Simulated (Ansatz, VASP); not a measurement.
Two plane-wave programs on CaC2

INCAR

```
PREC     = Accurate       # precision mode
ENCUT    = 520            # plane-wave cutoff, eV
EDIFF    = 1E-6           # SCF threshold, eV
ISMEAR   = 0              # smearing method
SIGMA    = 0.05           # smearing width, eV
LREAL    = False          # projectors in reciprocal space
LASPH    = True           # aspherical terms in the spheres
NELM     = 80             # most SCF steps
ALGO     = Normal         # electronic algorithm
ISIF     = 2              # what is computed and relaxed
LWAVE    = False          # write WAVECAR
LCHARG   = False          # write CHGCAR
NBANDS   = 16             # bands
```

The input KPOINTS:

```
Automatic mesh
0
Gamma
  10 10 10
```

Contents of POSCAR:

```
CaC2
1.0
   -2.0310135294      2.0310135294      3.1220584614
    2.0310135294     -2.0310135294      3.1220584614
    2.0310135294      2.0310135294     -3.1220584614
Ca C
1 2
Direct
    0.0000000000      0.0000000000      0.0000000000
    0.5978927200      0.5978927200      0.0000000000
    0.4021072800      0.4021072800      0.0000000000
```

Input for Ansatz:

```yaml
crystal:
  lattice:
    - [-2.0310135294, 2.0310135294, 3.1220584614]
    - [2.0310135294, -2.0310135294, 3.1220584614]
    - [2.0310135294, 2.0310135294, -3.1220584614]
  atoms:
    - { symbol: Ca, position: [0.0, 0.0, 0.0] }
    - { symbol: C, position: [0.59789272, 0.59789272, 0.0] }
    - { symbol: C, position: [0.40210728, 0.40210728, 0.0] }
basis:
  ecutwfc: 420
kpoints:
  mp_grid: { grid: [10, 10, 10] }
hamiltonian:
  xc: lda
scf:
  occupations: { method: gaussian, width: 0.05 }
output:
  forces: true
  stress: true
  eigenvalues: true
```

Change from the starting cell: strain +0.050 along x and y, -0.025 along z, atoms carried along.

Alike in both runs: task single point; functional LDA; k mesh 10 × 10 × 10; occupations gaussian, width 0.05 eV; no spin polarisation.

```csv
,VASP,Ansatz
version,VASP 6.6.1,Ansatz 0.2.0
potentials or method,"VASP PAW LDA potentials, release 64 (Ca_sv, C), cutoff 520 eV","scalar-relativistic, plane waves, PAW"
valence electrons in the cell,18,18
```

|  | VASP | Ansatz | Ansatz less VASP |
| --- | --- | --- | --- |
| gap on the k mesh at the Fermi level (eV) | 1.70 | 1.72 | +0.015 |
| least direct gap on the mesh (eV) | 2.66 | 2.67 | +0.012 |
| pressure (GPa) | -2.1 | -2.5 | -0.33 |
| traceless stress, the component that is largest in VASP (GPa) | 10.91 | 10.47 | -0.432 |
| rms of the force components (eV/Å) | 1.331 | 1.282 | -0.0490 |

LDA's correlation is that of Perdew and Zunger in VASP and of Perdew and Wang (1992) in Ansatz. Atom by atom the forces differ by 0.049 eV/Å (rms over components).
